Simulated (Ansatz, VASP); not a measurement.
**TiAl2: VASP beside Ansatz**

The input INCAR:

```
ALGO = Normal ; DIPOL = 0.5 0.5 0.497
EDIFF = 1E-6 ; ENCUT = 520
GGA = PS ; IDIPOL = 3
ISIF = 2 ; ISMEAR = 1
LASPH = T ; LCHARG = F
LDIPOL = T ; LREAL = F
LWAVE = F ; NBANDS = 48
NELM = 80 ; PREC = Accurate
SIGMA = 0.2
```

KPOINTS

```
k-points
0
Gamma
  9 9 1
```

POSCAR

```
TiAl2
1.0
    3.9006678799      0.0000000000      0.0000000000
    0.0000000000      3.9724249773      0.0000000000
    0.0000000000      0.0000000000     25.1697036736
Al Ti
8 4
Direct
    0.5000000000      0.0000000000      0.2979772864
    0.0000000000      0.5000000000      0.2979772864
    0.5000000000      0.5000000000      0.3807725326
    0.0000000000      0.5000000000      0.4546078495
    0.0000000000      0.0000000000      0.5374030957
    0.5000000000      0.5000000000      0.5374030957
    0.0000000000      0.5000000000      0.6201983419
    0.5000000000      0.5000000000      0.6940336588
    0.0000000000      0.0000000000      0.3727834778
    0.5000000000      0.0000000000      0.4625969043
    0.5000000000      0.0000000000      0.6122092870
    0.0000000000      0.0000000000      0.7020227136
```

Input for Ansatz:

```yaml
crystal:
  lattice:
    - [3.9006678799, 0.0, 0.0]
    - [0.0, 3.9724249773, 0.0]
    - [0.0, 0.0, 25.1697036736]
  atoms:
    - { symbol: Al, position: [0.5, 0.0, 0.2979772864] }
    - { symbol: Al, position: [0.0, 0.5, 0.2979772864] }
    - { symbol: Ti, position: [0.0, 0.0, 0.3727834778] }
    - { symbol: Al, position: [0.5, 0.5, 0.3807725326] }
    - { symbol: Al, position: [0.0, 0.5, 0.4546078495] }
    - { symbol: Ti, position: [0.5, 0.0, 0.4625969043] }
    - { symbol: Al, position: [0.0, 0.0, 0.5374030957] }
    - { symbol: Al, position: [0.5, 0.5, 0.5374030957] }
    - { symbol: Ti, position: [0.5, 0.0, 0.612209287] }
    - { symbol: Al, position: [0.0, 0.5, 0.6201983419] }
    - { symbol: Al, position: [0.5, 0.5, 0.6940336588] }
    - { symbol: Ti, position: [0.0, 0.0, 0.7020227136] }
basis:
  ecutwfc: 420
kpoints:
  mp_grid: { grid: [9, 9, 1] }
hamiltonian:
  xc: pbesol
scf:
  occupations: { method: methfessel_paxton, width: 0.2 }
output:
  forces: true
  stress: true
  eigenvalues: true
efield:
  axis: 3
  dipole_correction: true
  ramp_width: 0.04
```

Alike in both runs: task single point; functional PBEsol; k mesh 9 × 9 × 1; occupations methfessel-paxton of order 1, width 0.2 eV; no spin polarisation.

|  | VASP | Ansatz |
| --- | --- | --- |
| version | VASP 6.6.1 | Ansatz 0.2.0 |
| potentials or method | VASP PAW PBE potentials, release 64 (Al, Ti_sv), cutoff 520 eV | scalar-relativistic, plane waves, PAW |
| valence electrons in the cell | 72 | 72 |

|  | VASP | Ansatz | Ansatz less VASP |
| --- | --- | --- | --- |
| gap on the k mesh at the Fermi level (eV) | none | none | - |
| rms of the force components (eV/Å) | 0.187 | 0.187 | -0.0003 |

VASP's potentials were made for PBE, not for PBEsol. A gap of «none» marks a metal or a gap that the smearing closes.
